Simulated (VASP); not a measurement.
Set up this calculation in VASP 6.6.1, as the native input.

- Task: single point
- Functional: PBEsol
- Potentials or basis: VASP PAW PBE potentials, release 64 (Zr_sv, H)
- Cutoff: 520 eV
- k mesh: 14 × 14 × 8
- Occupations: gaussian, width 0.1 eV
- Spin: no spin polarisation
- Dipole correction: no
- Further INCAR settings: ALGO = Normal; EDIFF = 1e-06; NBANDS = 21

The structure of ZrH lies in POSCAR:

```
ZrH
1.0
    3.0642329922      0.0000000000      0.0000000000
    0.0000000000      3.0642329922      0.0000000000
    0.0000000000      0.0000000000      4.8838321246
Zr H
2 2
Direct
    0.0000000000      0.5000000000      0.0000000000
    0.5000000000      0.0000000000      0.5000000000
    0.0000000000      0.0000000000      0.7500000000
    0.0000000000      0.0000000000      0.2500000000
```

The input as run:

INCAR

```
SYSTEM = ZrH
PREC = Accurate
ENCUT = 520
EDIFF = 1E-6
ISMEAR = 0
SIGMA = 0.1
LREAL = .False.
LASPH = .True.
NELM = 60
ALGO = Normal
ISIF = 2
LWAVE = .False.
LCHARG = .False.
GGA = PS
NBANDS = 21
```

KPOINTS

```
regular mesh
0
Gamma
  14 14 8
  0 0 0
```

Potentials or basis: VASP PAW PBE potentials, release 64 (Zr_sv, H).

Run with:

```bash
$ cat potpaw_PBE.64/Zr_sv/POTCAR potpaw_PBE.64/H/POTCAR > POTCAR
$ mpirun -np 1 vasp_std > vasp.out
```

It gave:

- Pressure: 15.1 GPa
- Band gap on the k mesh: zero (bands 13 and 14 overlap by 0.96 eV)

Caveat: the cell stands under pressure; the PAW data sets were made with another functional, which shifts forces and pressure a little.

It took 99 s on 1 thread of Intel Xeon 8259CL (shared host), peak memory 0.27 GiB.
